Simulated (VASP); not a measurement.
Wanted: the native input for a VASP 6.6.1 run.

```
Task                   : relaxation of cell and atoms
Functional             : PBEsol
Potentials or basis    : VASP PAW PBE potentials, release 64 (Cu)
Cutoff                 : 600 eV
k mesh                 : 15 × 15 × 15
Occupations            : fermi-dirac, width 0.05 eV
Spin                   : no spin polarisation
Target pressure        : 30 GPa
Dipole correction      : no
Further INCAR settings : ALGO = Normal; EDIFF = 1e-07; IBRION = 2; EDIFFG = -0.01; NSW = 80; ISIF = 3
```

The structure of Cu lies in POSCAR:

```
Cu
1.0
    0.0000000000      2.4850000000      2.4850000000
    2.4850000000      0.0000000000      2.4850000000
    2.4850000000      2.4850000000      0.0000000000
Cu
2
Direct
    1.0000000000      1.0000000000      1.0000000000
    0.2500000000      0.2500000000      0.2500000000
```

This isn't the form of Cu at room conditions, which is fcc.

These files were run (other wordings do the same):

INCAR

```
PREC = Accurate
ENCUT = 600
EDIFF = 1E-7
ISMEAR = -1
SIGMA = 0.05
LREAL = False
LASPH = True
NELM = 120
ALGO = Normal
ISIF = 3
LWAVE = False
LCHARG = False
GGA = PS
IBRION = 2
NSW = 80
EDIFFG = -0.01
PSTRESS = 300.0
GGA_COMPAT = False
NELMIN = 4
```

KPOINTS

```
Automatic mesh
0
Gamma
  15 15 15
```

Potentials or basis: VASP PAW PBE potentials, release 64 (Cu).

Run with:

```bash
$ cat potpaw_PBE.64/Cu/POTCAR > POTCAR
$ mpirun -np 1 vasp_std > vasp.out
```

Results of the run:

| Property | Result |
| --- | --- |
| Relaxed volume | 14.07 Å³/atom |
| Relaxed cell | a = 3.414 Å, b = 3.414 Å, c = 3.414 Å, α = 60.00°, β = 60.00°, γ = 60.00° |
| Space group after relaxing (to 0.1 Å) | Fd-3m (No. 227) |
| Energy change on relaxing (the run minimises the enthalpy) | +178.0 meV/atom |
| Ionic steps | 4 |
| Pressure after relaxing | 29.9 GPa |
| Band gap on the k mesh | zero (bands 11 and 12 overlap by 0.90 eV) |

Caveat: the cell is relaxed towards a set pressure, so the run minimises the enthalpy, not the energy; the PAW data sets were made with another functional, which shifts forces and pressure a little.

Wall time 3.3 min on 1 thread of Intel(R) Xeon(R) Platinum 8259CL CPU @ 2.50GHz (Skylake/Cascade Lake) (shared host), peak memory 0.2 GiB.
